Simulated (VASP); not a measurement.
# BN: single point with LDA

Crystal: BN.

```
N B
1.0
     2.53680    0.00000    0.00000
    -1.26840    2.19693    0.00000
     0.00000    0.00000    4.19849
N B
2 2
Direct
  0.33333 0.66667 0.12528
  0.66667 0.33333 0.62528
  0.33333 0.66667 0.49972
  0.66667 0.33333 0.99972
```

```yaml
Program: VASP 6.6.1
Task: single point
Functional: LDA
Potentials_or_basis: VASP PAW LDA potentials, release 64 (N, B)
Cutoff: 520 eV
k_mesh: 12 × 12 × 6
Occupations: fermi-dirac, width 0.05 eV
Spin: no spin polarisation
```

| Property | Result |
| --- | --- |
| Pressure | -5.5 GPa |
| Largest force | 0.006 eV/Å |
| Band gap on the k mesh | 4.93 eV, indirect (least direct gap 8.20 eV) |

Forces on the atoms (eV/Å):
```
N    0.000  0.000 -0.006
N    0.000  0.000 -0.006
B    0.000  0.000  0.006
B    0.000  0.000  0.006
```

Stress tensor (GPa, compression positive):
```
-5.35  0.00  0.00
 0.00 -5.35  0.00
 0.00  0.00 -5.68
```

Levels at points of the mesh, in eV from the valence-band top:
```tsv
k point	band 5	band 6	band 7	band 8	band 9	band 10	band 11	band 12
(0.00, 0.00, 0.00)	-2.15	-0.29	0.00	0.00	8.28	8.28	8.53	9.73
(0.50, 0.00, 0.00)	-6.96	-5.05	-4.51	-2.14	6.65	7.83	10.52	11.51
(0.00, 0.00, 0.50)	-1.19	-1.19	-1.19	-1.19	9.55	9.55	9.85	9.85
(0.50, 0.00, 0.50)	-3.82	-3.82	-3.62	-3.62	6.52	6.52	10.03	10.03
```

It took 9.4 s on 1 thread of Intel(R) Xeon(R) 6975P-C (Granite Rapids), on a shared host, peak memory 0.13 GiB.

A k mesh can miss the band edges. As with any semilocal functional, this LDA gap is likely too small.
